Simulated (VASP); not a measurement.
Ca, 2 atoms in the cell. The structure is hexagonal, space group P6_3/mmc (No. 194). The conventional cell has a = 3.950 Å, b = 3.950 Å, c = 6.450 Å, α = 90.00°, β = 90.00°, γ = 120.00°. Within 5.2 Å of Ca (site symmetry -6m2) lie 12 Ca at 3.95 Å. This isn't the form of Ca at room conditions, which is fcc.

* Program: VASP 6.6.1
* Task: relaxation of cell and atoms
* Functional: LDA
* Potentials or basis: VASP PAW LDA potentials, release 64 (Ca_sv)
* Cutoff: 500 eV
* k mesh: 5 × 5 × 3
* Occupations: methfessel-paxton, width 0.1 eV
* Spin: no spin polarisation
* Target pressure: 15 GPa
* Dipole correction: no
* Further INCAR settings: ALGO = Normal; EDIFF = 1e-07; IBRION = 2; EDIFFG = -0.01; NSW = 80; ISIF = 3

Potentials or basis: VASP PAW LDA potentials, release 64 (Ca_sv).

Command:

```console
$ cat potpaw_LDA.64/Ca_sv/POTCAR > POTCAR
$ mpirun -np 1 vasp_std > vasp.out
```

Hardware: 1 thread of Intel Xeon 8259CL, on a shared host.

**Question.** Estimate the wall time of this run.

**Answer.** Wall time 2.4 min on 1 thread of Intel Xeon 8259CL (shared host), peak memory 0.18 GiB. Counts: scf iterations 78, k points 10, ion steps 9.
